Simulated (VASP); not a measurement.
Set up this calculation in VASP 6.6.1, as the native input.

| Property | Result |
| --- | --- |
| Task | single point |
| Functional | PBEsol |
| Potentials or basis | VASP PAW PBE potentials, release 64 (Cr_pv) |
| Cutoff | 520 eV |
| k mesh | 9 × 9 × 5 |
| Occupations | fermi-dirac, width 0.05 eV |
| Spin | collinear spin, ferromagnetic start |
| Starting moments | [1.5, 1.5] μB |
| Fixed moment | 3 μB |
| Dipole correction | no |
| Further INCAR settings | ALGO = Normal; EDIFF = 1e-06; NBANDS = 23 |

The structure of Cr lies in POSCAR:

```
Cr
1.0
    2.7140000000      0.0000000000      0.0000000000
   -1.3570000000      2.3503929459      0.0000000000
    0.0000000000      0.0000000000      4.4100000000
Cr
2
Direct
    0.6666666667      0.3333333333      0.7500000000
    0.3333333333      0.6666666667      0.2500000000
```

This isn't the form of Cr at room conditions, which is bcc.

These files were run (other wordings do the same):

INCAR

```
PREC = Accurate ; ENCUT = 520
EDIFF = 1E-6 ; ISMEAR = -1
SIGMA = 0.05 ; LREAL = F
LASPH = T ; NELM = 150
ALGO = Normal ; ISIF = 2
LWAVE = F ; LCHARG = F
ISPIN = 2 ; MAGMOM = 1.5 1.5
LORBIT = 11 ; NUPDOWN = 3.0
LMAXMIX = 4 ; GGA = PS
NBANDS = 23
```

KPOINTS

```
regular mesh
0
Gamma
  9 9 5
```

Potentials or basis: VASP PAW PBE potentials, release 64 (Cr_pv).

The run is started by

```console
$ cat potpaw_PBE.64/Cr_pv/POTCAR > POTCAR
$ mpirun -np 1 vasp_std > vasp.out
```

Results of the run:

The pressure is -26.8 GPa and the net moment is 3.00 μB per cell. The site moments are Cr +1.39 μB and the valence electrons inside the program's atomic spheres are Cr 10.71.

Caveat: the cell stands under tension; the PAW data sets were made with another functional, which shifts forces and pressure a little; the total moment is fixed, so each spin has its own Fermi level and the state may be an excited one.

Wall time 22 s on 1 thread of Intel(R) Xeon(R) Platinum 8559C (Emerald Rapids), on a shared host, peak memory 0.16 GiB.
